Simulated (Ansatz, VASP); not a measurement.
SrTiO3 in VASP and in Ansatz

File INCAR:

```
SYSTEM = SrTiO3
PREC = Accurate ; ENCUT = 520
EDIFF = 1E-6 ; ISMEAR = 0
SIGMA = 0.05 ; LREAL = .FALSE.
LASPH = .TRUE. ; NELM = 60
ALGO = Normal ; ISIF = 2
LWAVE = .FALSE. ; LCHARG = .FALSE.
GGA = PE ; NBANDS = 28
```

The input KPOINTS:

```
regular mesh
0
G
  8 8 8
  0 0 0
```

The input POSCAR:

```
SrTiO3
1.0
    3.8444942777      0.0000000000      0.0000000000
    0.0000000000      3.8444942777      0.0000000000
    0.0000000000      0.0000000000      4.1202397589
Sr Ti O
1 1 3
Direct
    0.0000000000      0.0000000000      0.0000000000
    0.5000000000      0.5000000000      0.5000000000
    0.0000000000      0.5000000000      0.5000000000
    0.5000000000      0.0000000000      0.5000000000
    0.5000000000      0.5000000000      0.0000000000
```

Input for Ansatz:

```yaml
crystal:
  lattice:
    - [3.8444942777, 0.0, 0.0]
    - [0.0, 3.8444942777, 0.0]
    - [0.0, 0.0, 4.1202397589]
  atoms:
    - { symbol: Sr, position: [0.0, 0.0, 0.0] }
    - { symbol: Ti, position: [0.5, 0.5, 0.5] }
    - { symbol: O, position: [0.0, 0.5, 0.5] }
    - { symbol: O, position: [0.5, 0.0, 0.5] }
    - { symbol: O, position: [0.5, 0.5, 0.0] }
basis:
  ecutwfc: 520.0
kpoints:
  mp_grid: { grid: [8, 8, 8] }
hamiltonian:
  xc: pbe
  pseudopotentials: { kind: paw, azcp: { folder: soft_1 } }
scf:
  occupations: { method: gaussian, width: 0.05 }
output:
  forces: true
  stress: true
  eigenvalues: true
```

Change from the starting cell: mode 1 frozen in at +0.000 Å, strain +e along z and -e/2 along x and y +0.0467.

Alike in both runs: task single point; functional PBE; k mesh 8 × 8 × 8; occupations gaussian, width 0.05 eV; no spin polarisation.

```csv
,VASP,Ansatz
version,VASP 6.6.1,Ansatz 0.2.0
potentials or method,"VASP PAW PBE potentials, release 64 (Sr_sv, Ti_sv, O), cutoff 520 eV","scalar-relativistic, plane waves, PAW"
valence electrons in the cell,40,40
```

```csv
,VASP,Ansatz,Ansatz less VASP
gap on the k mesh at the Fermi level (eV),1.68,1.72,+0.038
least direct gap on the mesh (eV),2.13,2.16,+0.021
pressure (GPa),2.2,1.5,-0.69
"traceless stress, the component that is largest in VASP (GPa)",-9.35,-9.18,+0.167
```

The functional is the same, so the differences come from potentials, cutoffs and numerics.
